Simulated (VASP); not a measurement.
# ZnCd3O (Pm-3m) in VASP: single point with PBE

Aim: the single point of ZnCd3O with PBE.

Program: VASP 6.6.1. These are calculated values, not measurements. Logs are shortened: lines on timing, memory, paths and dates and some standing lists are left out, and cuts for length are marked.

**1. The cell of the first run**

It takes space group Pm-3m (No. 221, cubic). Conventional cell: a = 5.054 Å, b = 5.054 Å, c = 5.054 Å, α = 90.00°, β = 90.00°, γ = 90.00°. Zn (site symmetry m-3m) has 6 Cd at 2.53 Å within 3.3 Å. Cd (site symmetry 4/mmm) has 2 Zn at 2.53 Å within 3.3 Å. O (site symmetry m-3m) has 12 Cd at 3.57 Å and 8 Zn at 4.38 Å within 4.7 Å.

The cell was generated, and may not be a known phase.

**2. Single point, PBE, collinear spin, ferromagnetic start**

INCAR

```
PREC     = Accurate       # precision mode
ENCUT    = 600            # plane-wave cutoff, eV
EDIFF    = 1E-6           # SCF threshold, eV
ISMEAR   = 0              # smearing method
SIGMA    = 0.1            # smearing width, eV
LREAL    = F              # projectors in reciprocal space
LASPH    = T              # aspherical terms in the spheres
NELM     = 200            # most SCF steps
ALGO     = Normal         # electronic algorithm
ISIF     = 2              # what is computed and relaxed
LWAVE    = F              # write WAVECAR
LCHARG   = F              # write CHGCAR
ISPIN    = 2              # spin polarisation
MAGMOM   = 0 0 0 0 1.09   # initial moments
LORBIT   = 11             # projections on sites
GGA      = PE             # functional
NBANDS   = 39             # bands
GGA_COMPAT= F
```

KPOINTS

```
Automatic mesh
0
Gamma
  8 8 8
```

POSCAR

```
ZnCd3O
1.0
    5.0542902739      0.0000000000      0.0000000000
    0.0000000000      5.0542902739      0.0000000000
    0.0000000000      0.0000000000      5.0542902739
Zn Cd O
1 3 1
Direct
    0.5000000000      0.5000000000      0.5000000000
    0.0000000000      0.5000000000      0.5000000000
    0.5000000000      0.0000000000      0.5000000000
    0.5000000000      0.5000000000      0.0000000000
    0.0000000000      0.0000000000      0.0000000000
```

Potentials or basis: VASP PAW PBE potentials, release 64 (Zn, Cd, O).

Launch:

```bash
> cat potpaw_PBE.64/Zn/POTCAR potpaw_PBE.64/Cd/POTCAR potpaw_PBE.64/O/POTCAR > POTCAR
> mpirun -np 1 vasp_std > vasp.out
```

OUTCAR:

```text
PREC = Accurate
   ENCUT = 600
   EDIFF = 1E-6
   ISMEAR = 0
   LREAL = F
   LASPH = T
   NELM = 200
   ISIF = 2
   ISPIN = 2
   LORBIT = 11
   GGA = PE

 ion  position               nearest neighbor table
   1  0.500  0.500  0.500-   2 2.53   3 2.53   4 2.53   4 2.53   3 2.53   2 2.53
   2  0.000  0.500  0.500-   1 2.53   1 2.53   4 3.57   4 3.57   3 3.57   3 3.57   3 3.57   4 3.57
                             4 3.57   3 3.57
   3  0.500  0.000  0.500-   1 2.53   1 2.53   4 3.57   4 3.57   2 3.57   2 3.57   4 3.57   4 3.57
                             2 3.57   2 3.57
   4  0.500  0.500  0.000-   1 2.53   1 2.53   3 3.57   2 3.57   2 3.57   3 3.57   3 3.57   3 3.57
                             2 3.57   2 3.57
   5  0.000  0.000  0.000-

  LATTYP: Found a simple cubic cell.
 ALAT       =     5.0542902739

  Lattice vectors:

 A1 = (   5.0542902739,   0.0000000000,   0.0000000000)
 A2 = (   0.0000000000,   5.0542902739,   0.0000000000)
 A3 = (   0.0000000000,   0.0000000000,   5.0542902739)

Analysis of symmetry for initial positions (statically):
=====================================================================
 Subroutine PRICEL returns:
 Original cell was already a primitive cell.

 Routine SETGRP: Setting up the symmetry group for a
 simple cubic supercell.

 Subroutine GETGRP returns: Found 48 space group operations
 (whereof 48 operations were pure point group operations)
 out of a pool of 48 trial point group operations.

The static configuration has the point symmetry O_h .

Analysis of symmetry for dynamics (positions and initial velocities):
=====================================================================
 Subroutine PRICEL returns:
 Original cell was already a primitive cell.

 Routine SETGRP: Setting up the symmetry group for a
 simple cubic supercell.

 Subroutine GETGRP returns: Found 48 space group operations
 (whereof 48 operations were pure point group operations)
 out of a pool of 48 trial point group operations.

The dynamic configuration has the point symmetry O_h .

Analysis of structural, dynamic, and magnetic symmetry:
=====================================================================
 Subroutine PRICEL returns:
 Original cell was already a primitive cell.

 Routine SETGRP: Setting up the symmetry group for a
 simple cubic supercell.

 Subroutine GETGRP returns: Found 48 space group operations
 (whereof 48 operations were pure point group operations)
 out of a pool of 48 trial point group operations.

The overall configuration has the point symmetry O_h .

 Subroutine INISYM returns: Found 48 space group operations
 (whereof 48 operations are pure point group operations),
 and found     1 'primitive' translations

----------------------------------------------------------------------------------------

                                     Primitive cell

  volume of cell :     129.1161

  direct lattice vectors                    reciprocal lattice vectors
     5.054290274  0.000000000  0.000000000     0.197851715  0.000000000  0.000000000
     0.000000000  5.054290274  0.000000000     0.000000000  0.197851715  0.000000000
     0.000000000  0.000000000  5.054290274     0.000000000  0.000000000  0.197851715

  length of vectors
     5.054290274  5.054290274  5.054290274     0.197851715  0.197851715  0.197851715

  position of ions in fractional coordinates (direct lattice)
     0.500000000  0.500000000  0.500000000
     0.000000000  0.500000000  0.500000000
     0.500000000  0.000000000  0.500000000
     0.500000000  0.500000000  0.000000000
     0.000000000  0.000000000  0.000000000

  ion indices of the primitive-cell ions
   primitive index   ion index
                 1           1
                 2           2
                 3           3
                 4           4
                 5           5

----------------------------------------------------------------------------------------

 KPOINTS: Automatic mesh

Automatic generation of k-mesh.
 Grid dimensions read from file:
 generate k-points for:    8    8    8

 Generating k-lattice:

  Cartesian coordinates                     Fractional coordinates (reciprocal lattice)
     0.024731464  0.000000000  0.000000000     0.125000000  0.000000000  0.000000000
     0.000000000  0.024731464  0.000000000     0.000000000  0.125000000  0.000000000
     0.000000000  0.000000000  0.024731464     0.000000000  0.000000000  0.125000000

  Length of vectors
     0.024731464  0.024731464  0.024731464

  Shift w.r.t. Gamma in fractional coordinates (k-lattice)
     0.000000000  0.000000000  0.000000000

 Subroutine IBZKPT returns following result:
 ===========================================

 Found     35 irreducible k-points:

 Following reciprocal coordinates:
            Coordinates               Weight
  0.000000  0.000000  0.000000      1.000000
  0.125000  0.000000  0.000000      6.000000
  0.250000  0.000000  0.000000      6.000000
  0.375000  0.000000  0.000000      6.000000
  0.500000  0.000000  0.000000      3.000000
  0.125000  0.125000  0.000000     12.000000
[... 16 lines left out ...]
  0.375000  0.375000  0.125000     24.000000
  0.500000  0.375000  0.125000     24.000000
 [... further k-points ...]
   k-points           NKPTS =     35   k-points in BZ     NKDIM =     35   number of bands    NBANDS=     39
   number of dos      NEDOS =    301   number of ions     NIONS =      5
   total plane-waves  NPLWV =  64000
   dimension x,y,z NGX =    40 NGY =   40 NGZ =   40
   dimension x,y,z NGXF=    80 NGYF=   80 NGZF=   80
   ions per type =               1   3   1
   NGX,Y,Z   is equivalent  to a cutoff of  13.16, 13.16, 13.16 a.u.
   NGXF,Y,Z  is equivalent  to a cutoff of  26.31, 26.31, 26.31 a.u.
 SYSTEM =  unknown system
   PREC   = accura    normal or accurate (medium, high low for compatibility)
   ISTART =      0    job   : 0-new  1-cont  2-samecut
   ICHARG =      2    charge: 1-file 2-atom 10-const
   ISPIN  =      2    spin polarized calculation?
   LNONCOLLINEAR =      F non collinear calculations
   LSORBIT =      F    spin-orbit coupling
   LASPH  =      T    aspherical Exc in radial PAW
   ENCUT  =  600.0 eV  44.10 Ry    6.64 a.u.  10.09 10.09 10.09*2*pi/ulx,y,z
   NELM   =    200;   NELMIN=  2; NELMDL= -5     # of ELM steps
   EDIFF  = 0.1E-05   stopping-criterion for ELM
   LREAL  =      F    real-space projection
[... 7 lines left out ...]
   TEBEG  =    0.0;   TEEND  =   0.0 temperature during run
   PSTRESS=    0.0 pullay stress
   NELECT =      54.0000    total number of electrons
   NUPDOWN=      -1.0000    fix difference up-down
   EMIN   =  10.00;   EMAX   =-10.00  energy-range for DOS
   EFERMI =   0.00;   METHOD = LEGACY
   ISMEAR =     0;   SIGMA  =   0.10  broadening in eV -4-tet -1-fermi 0-gaus
   EFERMI_NEDOS =   21; number of points for ismear=-14 and -15
   IALGO  =     38    algorithm
   IMIX   =      4    mixing-type and parameters
     AMIX     =   0.40;   BMIX     =  1.00
     AMIX_MAG =   1.60;   BMIX_MAG =  1.00
  volume/ion in A,a.u.               =      25.82       174.26
  Fermi-wavevector in a.u.,A,eV,Ry     =   1.224276  2.313546 20.393106  1.498851
  Thomas-Fermi vector in A             =   2.359356
   LORBIT       =     11    0 simple, 1 ext, 2 COOP (PROOUT), +10 PAW based schemes
   GGA     = PE    functional components
   LHFCALC =     F    Hartree Fock is set to
   AEXX    =    0.0000 exact exchange contribution
   IVDW    =     0    specifies the selected vdW correction
   LEPSILON=     F    determine dielectric tensor
   LRPA    =     F    only Hartree local field effects (RPA)
 spin polarized calculation
 Gauss-broadening in eV      SIGMA  =   0.10
  energy-cutoff  :      600.00
  volume of cell :      129.12
 maximum number of plane-waves:      4337
   NGX = 21   NGY = 21   NGZ = 21

 number of electron      54.0000008 magnetization       0.0002543

 number of electron      54.0000008 magnetization      -0.0003701

 Free energy of the ion-electron system (eV)
  ---------------------------------------------------
  ext. energy  EPLUGINS =         0.00000000
  ---------------------------------------------------
  free energy    TOTEN  =        -5.60308365 eV

  energy without entropy =       -5.56987219  energy(sigma->0) =       -5.58647792

 E-fermi :  -0.2759     XC(G=0):  -8.9871

 val. band max:       -0.2822670994   @ k =   0.2500   0.2500   0.0000
 cond. band min:      -0.2708980863   @ k =   0.3750   0.1250   0.0000
 fundamental gap:      0.0113690131
 Fermi energy:        -0.2759119862

 spin component 1

 k-point     1 :       0.0000    0.0000    0.0000
  band No.  band energies     occupation
      1     -15.1678      1.00000
      2      -9.7338      1.00000
      3      -9.3042      1.00000
      4      -9.3042      1.00000
      5      -9.0872      1.00000
      6      -9.0872      1.00000
[... 31 lines left out ...]
     38       9.2233      0.00000
     39       9.2233      0.00000
[... 964 lines left out ...]
     38       9.2373      0.00000
     39       9.3453      0.00000

 [... further k-points ...]

 spin component 2

 k-point     1 :       0.0000    0.0000    0.0000
  band No.  band energies     occupation
      1     -15.1684      1.00000
      2      -9.7339      1.00000
      3      -9.3042      1.00000
      4      -9.3042      1.00000
      5      -9.0872      1.00000
      6      -9.0872      1.00000
[... 31 lines left out ...]
     38       9.2233      0.00000
     39       9.2233      0.00000
[... 964 lines left out ...]
     38       9.2373      0.00000
     39       9.3453      0.00000

 [... further k-points ...]

------------------------ aborting loop because EDIFF is reached ----------------------------------------

  FORCE on cell =-STRESS in cart. coord.  units (eV):
  Direction    XX          YY          ZZ          XY          YZ          ZX
  --------------------------------------------------------------------------------------
  -------------------------------------------------------------------------------------
  Total       -0.4184263     -0.4184263     -0.4184263      0.0000000      0.0000000     -0.0000000
  in kB       -5.1921710     -5.1921710     -5.1921710      0.0000000      0.0000000     -0.0000000
  external PRESSURE =      -5.1921710 kB  Pullay stress =       0.0000000 kB

 VOLUME and BASIS-vectors are now :
 -----------------------------------------------------------------------------
  energy-cutoff  :      600.00
  volume of cell :      129.12
      direct lattice vectors                 reciprocal lattice vectors
     5.054290274  0.000000000  0.000000000     0.197851715  0.000000000  0.000000000
     0.000000000  5.054290274  0.000000000     0.000000000  0.197851715  0.000000000
     0.000000000  0.000000000  5.054290274     0.000000000  0.000000000  0.197851715

 POSITION                                       TOTAL-FORCE (eV/Angst)
 -----------------------------------------------------------------------------------
      2.52715      2.52715      2.52715         0.000000      0.000000      0.000000
      0.00000      2.52715      2.52715         0.000000      0.000000      0.000000
      2.52715      0.00000      2.52715         0.000000      0.000000      0.000000
      2.52715      2.52715      0.00000         0.000000      0.000000      0.000000
      0.00000      0.00000      0.00000         0.000000      0.000000      0.000000
 -----------------------------------------------------------------------------------
    total drift:                               -0.000000      0.000000     -0.000000

  FREE ENERGIE OF THE ION-ELECTRON SYSTEM (eV)
  ---------------------------------------------------
  free  energy   TOTEN  =        -5.6030836535 eV

  energy  without entropy=       -5.5698721881  energy(sigma->0) =       -5.58647792

 total charge

# of ion       s       p       d       tot
------------------------------------------
    1        0.685   0.559   9.697  10.941
    2        0.582   0.178   9.518  10.278
    3        0.582   0.178   9.518  10.278
    4        0.582   0.178   9.518  10.278
    5        1.593   3.096   0.000   4.690
--------------------------------------------------
tot          4.023   4.188  38.253  46.464

 magnetization (x)

# of ion       s       p       d       tot
------------------------------------------
    1        0.000  -0.000  -0.000  -0.000
    2       -0.000   0.000  -0.000  -0.000
    3       -0.000   0.000  -0.000  -0.000
    4       -0.000   0.000  -0.000  -0.000
    5       -0.000  -0.001   0.000  -0.001
--------------------------------------------------
tot         -0.000  -0.001  -0.000  -0.001
```

Run time: 12 min. Hardware: 1 thread of Oxide Virtual Turin-like, shared host; peak memory 0.47 GiB.

Results:

| Quantity | Value |
| --- | --- |
| Free energy | -5.6031 eV |
| Pressure | -0.5 GPa |
| Band gap on the k mesh | zero (filled and empty bands overlap) |
| Net moment | 0.00 μB per cell |
| Valence electrons inside the program's atomic spheres | Zn 10.94; Cd 10.28; O 4.69 |
